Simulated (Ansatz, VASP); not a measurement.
## Two plane-wave programs on ZrB3

```
Zr B
1.0
     4.01477    0.00000    0.00000
    -2.00739    3.47689    0.00000
     0.00000    0.00000    4.66281
Zr B
1 3
Direct
  0.00000 0.00000 0.00000
  0.00000 0.00000 0.50000
  0.33333 0.66667 0.00000
  0.66667 0.33333 0.00000
```

Change from the starting cell: species swapped into the Li3N type (P6/mmm, No. 191).

Alike in both runs: functional PBE; k mesh 6 × 6 × 6; occupations gaussian, width 0.1 eV; no spin polarisation.

Ansatz relaxed the structure, and its values are those at the end. VASP's run is a single point on that final structure, the one shown.

```csv
,VASP,Ansatz
version,VASP 6.6.1,Ansatz 0.2.0
potentials or method,"VASP PAW PBE potentials, release 64 (Zr_sv, B), cutoff 500 eV","scalar-relativistic, plane waves, PAW"
valence electrons in the cell,21,21
```

```tsv
	VASP	Ansatz	Ansatz less VASP
gap on the k mesh at the Fermi level (eV)	none	none	-
pressure (GPa)	0.0	0.0	-0.04
```

A gap of «none» marks a metal or a gap that the smearing closes.
